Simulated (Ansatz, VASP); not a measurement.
## Ti3O in VASP and in Ansatz

```
Ti O
1.0
     2.93580    0.00000    0.00000
    -1.46790    2.54247    0.00000
     0.00000    0.00000   23.63619
Ti O
3 1
Direct
  0.33333 0.66667 0.35962
  0.66667 0.33333 0.45320
  0.33333 0.66667 0.54674
  0.33333 0.16667 0.56801
```

Alike in both runs: task single point; functional r2SCAN; k mesh 12 × 12 × 1; occupations gaussian, width 0.1 eV; no spin polarisation.

|  | VASP | Ansatz |
| --- | --- | --- |
| version | VASP 6.6.1 | Ansatz 0.2.0 |
| potentials or method | VASP PAW PBE potentials, release 64 (Ti_sv, O), cutoff 520 eV | scalar-relativistic, plane waves, PAW |
| valence electrons in the cell | 42 | 42 |

|  | VASP | Ansatz | Ansatz less VASP |
| --- | --- | --- | --- |
| gap on the k mesh at the Fermi level (eV) | none | none | - |
| rms of the force components (eV/Å) | 4.745 | 4.695 | -0.0498 |

VASP's potentials were made for PBE, not for r2SCAN. Atom by atom the forces differ by 0.053 eV/Å (rms over components). A gap of «none» marks a metal or a gap that the smearing closes. The functional is the same, so the differences come from potentials, cutoffs and numerics. Ansatz's warnings: xc potential rough in thin density.
